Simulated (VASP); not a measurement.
Wanted: the native input for a VASP 6.6.1 run.

```yaml
Task: single point
Functional: PBEsol
Potentials_or_basis: VASP PAW PBE potentials, release 64 (Eu)
Cutoff: 520 eV
k_mesh: 11 × 11 × 11
Occupations: fermi-dirac, width 0.03 eV
Spin: collinear spin, ferromagnetic start
Starting_moments: "[7.0] μB"
Dipole_correction: no
Further_INCAR_settings: ALGO = Normal; EDIFF = 1e-07; NBANDS = 18
```

The structure of Eu lies in POSCAR:

```
Eu
1.0
   -2.2755000000      2.2755000000      2.2755000000
    2.2755000000     -2.2755000000      2.2755000000
    2.2755000000      2.2755000000     -2.2755000000
Eu
1
Direct
    0.0000000000      0.0000000000      0.0000000000
```

One way to write it, as run:

INCAR

```
  ALGO = Normal
  EDIFF = 1E-7
  ENCUT = 520
  GGA = PS
  ISIF = 2
  ISMEAR = -1
  ISPIN = 2
  LASPH = T
  LCHARG = T
  LELF = T
  LMAXMIX = 6
  LORBIT = 11
  LREAL = F
  LVHAR = T
  LWAVE = F
  MAGMOM = 7
  NBANDS = 18
  NELM = 150
  PREC = Accurate
  SIGMA = 0.03
```

KPOINTS

```
k-points
0
Gamma
  11 11 11
```

Potentials or basis: VASP PAW PBE potentials, release 64 (Eu).

Launch:

```console
$ cat potpaw_PBE.64/Eu/POTCAR > POTCAR
$ mpirun -np 1 vasp_std > vasp.out
```

Results of the run:

| Quantity | Value |
| --- | --- |
| Pressure | -2.6 GPa |
| Net moment | 7.30 μB per cell |
| Site moments | Eu +6.70 μB |
| Valence electrons inside the program's atomic spheres | Eu 14.68 |

Caveat: the PAW data sets were made with another functional, which shifts forces and pressure a little.

Wall time 80 s on 1 thread of Intel(R) Xeon(R) 6975P-C (Granite Rapids), on a shared host, peak memory 0.25 GiB.
